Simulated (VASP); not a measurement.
# ScOs3 (I4/mmm) in VASP: a series of runs

Runs on ScOs3. Level: PBE. Tasks: single point, relaxation of cell and atoms.

Everything below comes from runs of VASP 6.6.1. Logs are shortened: lines on timing, memory, paths and dates and some standing lists are left out, and cuts for length are marked.

### Step 1. The cell of the first run

It takes space group I4/mmm (No. 139, tetragonal). The conventional cell has a = 3.763 Å, b = 3.763 Å, c = 8.405 Å, α = 90.00°, β = 90.00°, γ = 90.00°. Sc (site symmetry 4/mmm) has 12 Os at 2.66 to 2.82 Å within 3.5 Å. Os (site symmetry 4/mmm) has 4 Sc at 2.66 Å and 8 Os at 2.82 Å within 3.5 Å. Os (site symmetry -4m2) has 8 Os at 2.66 to 2.82 Å and 4 Sc at 2.82 Å within 3.5 Å.

### Step 2. Single point, PBE

Input file INCAR:

```
PREC = Accurate ; ENCUT = 520
EDIFF = 1E-6 ; ISMEAR = 0
SIGMA = 0.1 ; LREAL = F
LASPH = T ; NELM = 60
ALGO = Normal ; ISIF = 2
LWAVE = F ; LCHARG = T
GGA = PE ; LELF = T
LVHAR = T ; NBANDS = 26
```

Input file KPOINTS:

```
regular mesh
0
Gamma
  6 6 6
```

Input file POSCAR:

```
ScOs3
1.0
   -1.8813302826      1.8813302826      4.2024520598
    1.8813302826     -1.8813302826      4.2024520598
    1.8813302826      1.8813302826     -4.2024520598
Sc Os
1 3
Direct
    0.0000000000      0.0000000000      0.0000000000
    0.5000000000      0.5000000000      0.0000000000
    0.2500000000      0.7500000000      0.5000000000
    0.7500000000      0.2500000000      0.5000000000
```

Potentials or basis: VASP PAW PBE potentials, release 64 (Sc_sv, Os).

Started as:

```
cat potpaw_PBE.64/Sc_sv/POTCAR potpaw_PBE.64/Os/POTCAR > POTCAR
mpirun -np 1 vasp_std > vasp.out
```

OUTCAR:

```text
PREC = Accurate
   ENCUT = 520
   EDIFF = 1E-6
   ISMEAR = 0
   LREAL = F
   LASPH = T
   NELM = 60
   ISIF = 2
   GGA = PE

 ion  position               nearest neighbor table
   1  0.000  0.000  0.000-   2 2.66   2 2.66   2 2.66   2 2.66   4 2.82   3 2.82   4 2.82   3 2.82
                             4 2.82   4 2.82   3 2.82   3 2.82
   2  0.500  0.500  0.000-   1 2.66   1 2.66   1 2.66   1 2.66   4 2.82   3 2.82   4 2.82   4 2.82
                             3 2.82   3 2.82   4 2.82   3 2.82
   3  0.250  0.750  0.500-   4 2.66   4 2.66   4 2.66   4 2.66   2 2.82   1 2.82   2 2.82   2 2.82
                             1 2.82   1 2.82   2 2.82   1 2.82
   4  0.750  0.250  0.500-   3 2.66   3 2.66   3 2.66   3 2.66   2 2.82   1 2.82   2 2.82   1 2.82
                             2 2.82   2 2.82   1 2.82   1 2.82

  LATTYP: Found a body centered tetragonal cell.
 ALAT       =     3.7626605652
 C/A-ratio  =     2.2337662337

  Lattice vectors:

 A1 = (  -1.8813302826,   1.8813302826,   4.2024520598)
 A2 = (   1.8813302826,  -1.8813302826,   4.2024520598)
 A3 = (   1.8813302826,   1.8813302826,  -4.2024520598)

Analysis of symmetry for initial positions (statically):
=====================================================================
 Subroutine PRICEL returns:
 Original cell was already a primitive cell.

 Routine SETGRP: Setting up the symmetry group for a
 body centered tetragonal supercell.

 Subroutine GETGRP returns: Found 16 space group operations
 (whereof 16 operations were pure point group operations)
 out of a pool of 16 trial point group operations.

The static configuration has the point symmetry D_4h.

Analysis of symmetry for dynamics (positions and initial velocities):
=====================================================================
 Subroutine PRICEL returns:
 Original cell was already a primitive cell.

 Routine SETGRP: Setting up the symmetry group for a
 body centered tetragonal supercell.

 Subroutine GETGRP returns: Found 16 space group operations
 (whereof 16 operations were pure point group operations)
 out of a pool of 16 trial point group operations.

The dynamic configuration has the point symmetry D_4h.

 Subroutine INISYM returns: Found 16 space group operations
 (whereof 16 operations are pure point group operations),
 and found     1 'primitive' translations

----------------------------------------------------------------------------------------

                                     Primitive cell

  volume of cell :      59.4967

  direct lattice vectors                    reciprocal lattice vectors
    -1.881330283  1.881330283  4.202452060     0.000000000  0.265769389  0.118978157
     1.881330283 -1.881330283  4.202452060     0.265769389  0.000000000  0.118978157
     1.881330283  1.881330283 -4.202452060     0.265769389  0.265769389  0.000000000

  length of vectors
     4.973872795  4.973872795  4.973872795     0.291185800  0.291185800  0.375854675

  position of ions in fractional coordinates (direct lattice)
     0.000000000  0.000000000  0.000000000
     0.500000000  0.500000000  0.000000000
     0.250000000  0.750000000  0.500000000
     0.750000000  0.250000000  0.500000000

  ion indices of the primitive-cell ions
   primitive index   ion index
                 1           1
                 2           2
                 3           3
                 4           4

----------------------------------------------------------------------------------------

 KPOINTS: regular mesh

Automatic generation of k-mesh.
 Grid dimensions read from file:
 generate k-points for:    6    6    6

 Generating k-lattice:

  Cartesian coordinates                     Fractional coordinates (reciprocal lattice)
     0.000000000  0.044294898  0.019829693     0.166666667  0.000000000  0.000000000
     0.044294898  0.000000000  0.019829693     0.000000000  0.166666667  0.000000000
     0.044294898  0.044294898  0.000000000     0.000000000  0.000000000  0.166666667

  Length of vectors
     0.048530967  0.048530967  0.062642446

  Shift w.r.t. Gamma in fractional coordinates (k-lattice)
     0.000000000  0.000000000  0.000000000

 Subroutine IBZKPT returns following result:
 ===========================================

 Found     30 irreducible k-points:

 Following reciprocal coordinates:
            Coordinates               Weight
  0.000000  0.000000  0.000000      1.000000
  0.166667  0.000000  0.000000      8.000000
  0.333333  0.000000 -0.000000      8.000000
  0.500000 -0.000000  0.000000      4.000000
  0.166667  0.166667  0.000000      8.000000
  0.333333  0.166667 -0.000000     16.000000
[... 16 lines left out ...]
 -0.333333 -0.333333  0.166667      8.000000
 -0.166667 -0.333333  0.166667      8.000000
 [... further k-points ...]
   k-points           NKPTS =     30   k-points in BZ     NKDIM =     30   number of bands    NBANDS=     26
   number of dos      NEDOS =    301   number of ions     NIONS =      4
   total plane-waves  NPLWV =  64000
   dimension x,y,z NGX =    40 NGY =   40 NGZ =   40
   dimension x,y,z NGXF=    80 NGYF=   80 NGZF=   80
   ions per type =               1   3
   NGX,Y,Z   is equivalent  to a cutoff of  13.37, 13.37, 13.37 a.u.
   NGXF,Y,Z  is equivalent  to a cutoff of  26.74, 26.74, 26.74 a.u.
 SYSTEM =  unknown system
   PREC   = accura    normal or accurate (medium, high low for compatibility)
   ISTART =      0    job   : 0-new  1-cont  2-samecut
   ICHARG =      2    charge: 1-file 2-atom 10-const
   ISPIN  =      1    spin polarized calculation?
   LNONCOLLINEAR =      F non collinear calculations
   LSORBIT =      F    spin-orbit coupling
   LASPH  =      T    aspherical Exc in radial PAW
   ENCUT  =  520.0 eV  38.22 Ry    6.18 a.u.   9.25  9.25  9.25*2*pi/ulx,y,z
   NELM   =     60;   NELMIN=  2; NELMDL= -5     # of ELM steps
   EDIFF  = 0.1E-05   stopping-criterion for ELM
   LREAL  =      F    real-space projection
   EDIFFG = 0.1E-04   stopping-criterion for IOM
   NSW    =      0    number of steps for IOM
   IBRION =     -1    ionic relax: 0-MD 1-quasi-New 2-CG
   NFREE  =      0    steps in history (QN), initial steepest desc. (CG)
   ISIF   =      2    stress and relaxation
   ISYM   =      2    0-nonsym 1-usesym 2-fastsym
   POTIM  = 0.5000    time-step for ionic-motion
   TEBEG  =    0.0;   TEEND  =   0.0 temperature during run
   PSTRESS=    0.0 pullay stress
   NELECT =      35.0000    total number of electrons
   NUPDOWN=      -1.0000    fix difference up-down
   EMIN   =  10.00;   EMAX   =-10.00  energy-range for DOS
   EFERMI =   0.00;   METHOD = LEGACY
   ISMEAR =     0;   SIGMA  =   0.10  broadening in eV -4-tet -1-fermi 0-gaus
   EFERMI_NEDOS =   21; number of points for ismear=-14 and -15
   IALGO  =     38    algorithm
   IMIX   =      4    mixing-type and parameters
     AMIX     =   0.40;   BMIX     =  1.00
     AMIX_MAG =   1.60;   BMIX_MAG =  1.00
  volume/ion in A,a.u.               =      14.87       100.38
  Fermi-wavevector in a.u.,A,eV,Ry     =   1.371723  2.592181 25.601065  1.881625
  Thomas-Fermi vector in A             =   2.497395
   LORBIT       =      0    0 simple, 1 ext, 2 COOP (PROOUT), +10 PAW based schemes
   GGA     = PE    functional components
   LHFCALC =     F    Hartree Fock is set to
   AEXX    =    0.0000 exact exchange contribution
   IVDW    =     0    specifies the selected vdW correction
   LEPSILON=     F    determine dielectric tensor
   LRPA    =     F    only Hartree local field effects (RPA)
 non-spin polarized calculation
 Gauss-broadening in eV      SIGMA  =   0.10
  energy-cutoff  :      520.00
  volume of cell :       59.50
 maximum number of plane-waves:      1612
 NGX is ok and might be reduce to    40
   NGX = 19   NGY = 19   NGZ = 19

 number of electron      34.9999999 magnetization

 Free energy of the ion-electron system (eV)
  ---------------------------------------------------
  ext. energy  EPLUGINS =         0.00000000
  ---------------------------------------------------
  free energy    TOTEN  =       -39.31119825 eV

  energy without entropy =      -39.28548000  energy(sigma->0) =      -39.29833912

 E-fermi :   7.8413     XC(G=0): -13.2920

 val. band max:        7.8323705349   @ k =  -0.3333  -0.3333   0.1667
 cond. band min:       7.8448096854   @ k =   0.5000   0.1667   0.0000
 fundamental gap:      0.0124391505
 Fermi energy:         7.8413327077

 k-point     1 :       0.0000    0.0000    0.0000
  band No.  band energies     occupation
      1     -40.1688      2.00000
      2     -18.9512      2.00000
      3     -18.9031      2.00000
      4     -18.9031      2.00000
      5      -1.2765      2.00000
      6       1.9286      2.00000
[... 18 lines left out ...]
     25      12.7379      0.00000
     26      14.4327      0.00000

 k-point     2 :       0.1667    0.0000    0.0000
  band No.  band energies     occupation
      1     -40.1665      2.00000
      2     -18.9533      2.00000
      3     -18.9276      2.00000
      4     -18.9094      2.00000
      5      -0.7662      2.00000
      6       2.3107      2.00000
[... 18 lines left out ...]
     25      13.3820      0.00000
     26      13.4714      0.00000

 k-point     3 :       0.3333    0.0000   -0.0000
  band No.  band energies     occupation
      1     -40.1618      2.00000
      2     -18.9768      2.00000
      3     -18.9564      2.00000
      4     -18.9220      2.00000
      5       0.5784      2.00000
      6       3.1071      2.00000
[... 572 lines left out ...]
 k-point    23 :      -0.3333   -0.3333    0.1667
  band No.  band energies     occupation
      1     -40.1634      2.00000
      2     -18.9667      2.00000
      3     -18.9381      2.00000
      4     -18.9143      2.00000
      5       0.5543      2.00000
      6       2.1921      2.00000
[... 18 lines left out ...]
     25      12.5213      0.00000
     26      12.9295      0.00000

 k-point    24 :      -0.1667   -0.3333    0.1667
  band No.  band energies     occupation
      1     -40.1654      2.00000
      2     -18.9632      2.00000
      3     -18.9250      2.00000
      4     -18.9072      2.00000
      5      -0.1782      2.00000
      6       2.1948      2.00000
[... 18 lines left out ...]
     25      12.8295      0.00000
     26      13.3203      0.00000

 [... further k-points ...]

------------------------ aborting loop because EDIFF is reached ----------------------------------------

  FORCE on cell =-STRESS in cart. coord.  units (eV):
  Direction    XX          YY          ZZ          XY          YZ          ZX
  --------------------------------------------------------------------------------------
  -------------------------------------------------------------------------------------
  Total        6.2419819      6.2419819      0.7504015      0.0000000      0.0000000      0.0000000
  in kB      168.0893653    168.0893653     20.2074459      0.0000000      0.0000000      0.0000000
  external PRESSURE =     118.7953922 kB  Pullay stress =       0.0000000 kB

 VOLUME and BASIS-vectors are now :
 -----------------------------------------------------------------------------
  energy-cutoff  :      520.00
  volume of cell :       59.50
      direct lattice vectors                 reciprocal lattice vectors
    -1.881330283  1.881330283  4.202452060     0.000000000  0.265769389  0.118978157
     1.881330283 -1.881330283  4.202452060     0.265769389  0.000000000  0.118978157
     1.881330283  1.881330283 -4.202452060     0.265769389  0.265769389  0.000000000

 POSITION                                       TOTAL-FORCE (eV/Angst)
 -----------------------------------------------------------------------------------
      0.00000      0.00000      0.00000         0.000000      0.000000      0.000000
      0.00000      0.00000      4.20245         0.000000      0.000000      0.000000
      1.88133      0.00000      2.10123        -0.000000     -0.000000     -0.000000
      0.00000      1.88133      2.10123         0.000000      0.000000      0.000000
 -----------------------------------------------------------------------------------
    total drift:                               -0.000000     -0.000000      0.000000

  FREE ENERGIE OF THE ION-ELECTRON SYSTEM (eV)
  ---------------------------------------------------
  free  energy   TOTEN  =       -39.3111982451 eV

  energy  without entropy=      -39.2854799993  energy(sigma->0) =      -39.29833912
```

Run time: 2.2 min. Hardware: 1 thread of Oxide Virtual Turin-like, shared host; peak memory 0.22 GiB.

What came out:

- Free energy: -39.3112 eV
- Pressure: 11.9 GPa
- Band gap on the k mesh: zero (an odd number of electrons rules out a gap without spin polarisation)

Stress tensor (GPa, compression positive):
```
16.81  0.00  0.00
 0.00 16.81  0.00
 0.00  0.00  2.02
```

Levels at points of the mesh, in eV from the Fermi level:
| k point | band 16 | band 17 | band 18 | band 19 | band 20 | band 21 |
| --- | --- | --- | --- | --- | --- | --- |
| (0.00, 0.00, 0.00) | -0.49 | -0.27 | -0.27 | 1.76 | 1.83 | 2.61 |
| (0.50, 0.00, 0.00) | -1.06 | -0.55 | -0.41 | -0.16 | 1.02 | 1.67 |
| (0.50, 0.50, 0.00) | -0.94 | -0.78 | 0.41 | 0.63 | 1.07 | 1.25 |
| (0.50, 0.50, 0.50) | 0.11 | 1.36 | 1.36 | 1.93 | 2.29 | 3.97 |

Caveat: the stress differs along the axes, from 2 to 17 GPa; spin-orbit coupling is left out, which moves the levels of the heavy elements.

(Part 1 of 2 ends here.)

The gap in the log of VASP goes by the Fermi energy; the results here count the filled bands.